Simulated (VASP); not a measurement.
The system is PbF2 (Fluorocronite).

```xyz
3
Lattice="0.0000 2.9236 2.9236 2.9236 0.0000 2.9236 2.9236 2.9236 0.0000" Properties=species:S:1:pos:R:3 pbc="T T T"
Pb    0.0000    0.0000    0.0000
F     4.3854    4.3854    4.3854
F     1.4618    1.4618    1.4618
```

Base run:

- Program: VASP 6.6.1
- Functional: LDA
- Potentials or basis: VASP PAW LDA potentials, release 64 (Pb_d, F)
- Cutoff: 600 eV
- k mesh: 8 × 8 × 8
- Occupations: fermi-dirac, width 0.05 eV
- Spin: no spin polarisation

Its results: band gap on the k mesh 4.21 eV, indirect (least direct gap 4.37 eV); pressure -1.6 GPa.

Problem. The run is repeated on the same cell with these changes: functional from LDA to PBE; potentials or basis from VASP PAW LDA potentials, release 64 (Pb_d, F) to VASP PAW PBE potentials, release 64 (Pb_d, F); cutoff from 600 eV to 520 eV. What comes out?

Solution. Band gap on the k mesh 4.40 eV, indirect (least direct gap 4.56 eV); pressure 6.0 GPa.

Caveats: spin-orbit coupling is left out, which moves the levels of the heavy elements.

A k mesh can miss the band edges.
